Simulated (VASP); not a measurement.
A run of VASP 6.6.1:

The input INCAR:

```
SYSTEM = Si8HO16
ALGO = Normal
EDIFF = 1E-7
ENCUT = 520
ISIF = 2
ISMEAR = -1
ISPIN = 2
LASPH = .TRUE.
LCHARG = .TRUE.
LELF = .TRUE.
LORBIT = 11
LREAL = Auto
LVHAR = .TRUE.
LWAVE = .FALSE.
MAGMOM = 0 0 0 0 0 0 0 0 0 0 0 0 0 0 0 0 0 0 0 0 0 0 0 0 1
NBANDS = 86
NELM = 150
PREC = Accurate
SIGMA = 0.02
```

Contents of KPOINTS:

```
k-points
0
G
  1 1 1
  0 0 0
```

File POSCAR:

```
Si8HO16
1.0
   -4.9860000000     -4.9860000000      0.0000000000
    4.9860000000     -4.9860000000      0.0000000000
    0.0000000000      0.0000000000      6.9770000000
Si O H
8 16 1
Direct
    0.2119835540      0.5063477738     -0.0245091013
    0.0491175291      0.2403931007      0.2628923606
    0.8166766947      0.5133674288      0.4996273470
   -0.0078920979      0.8238768552      0.7392432277
    0.7308965102      0.0361512234      0.0555539630
    0.5016044926      0.7075210590      0.2532320482
    0.3275671881      0.0191837144      0.5023505805
    0.5465603690      0.2887785800      0.7689981367
    0.3445647814      0.5931407942      0.1445893651
    0.9819695146      0.3822101885      0.4293965888
    0.6976935419      0.4526674689      0.6949118532
    0.1275170477      0.6979141596      0.8819263294
    0.9206377858      0.7084436422      0.5629783575
    0.6499598877      0.5513638187      0.3347283933
    0.0616927397      0.3560168472      0.0595814820
    0.3340854392      0.3970417168      0.8124408772
    0.8738467710      0.0973726434      0.2256413931
    0.4022964300      0.8251403931      0.4254550666
    0.1291315684      0.9887785800      0.6337680952
    0.6295828319      0.2098074609      0.9607281066
    0.4914360209      0.1307260329      0.6260283790
    0.2461091055      0.1334937826      0.3078400459
    0.5709085439      0.8865924589      0.1176723520
    0.8298636181      0.8969514641      0.8941235488
    0.3005615724      0.0007821901      0.0106349434
```

Potentials or basis: VASP PAW LDA potentials, release 64 (Si, O, H).

Run with:

```console
$ cat potpaw_LDA.64/Si/POTCAR potpaw_LDA.64/O/POTCAR potpaw_LDA.64/H/POTCAR > POTCAR
$ mpirun -np 1 vasp_gam > vasp.out
```

Hardware: 1 thread of AMD EPYC 7R13 (shared host).

**Question.** How long does it take, and how much memory?

**Answer.** Run time: 4.2 min on 1 thread of AMD EPYC 7R13, on a shared host, peak memory 0.29 GiB. Counts: scf iterations 17, k points 1.
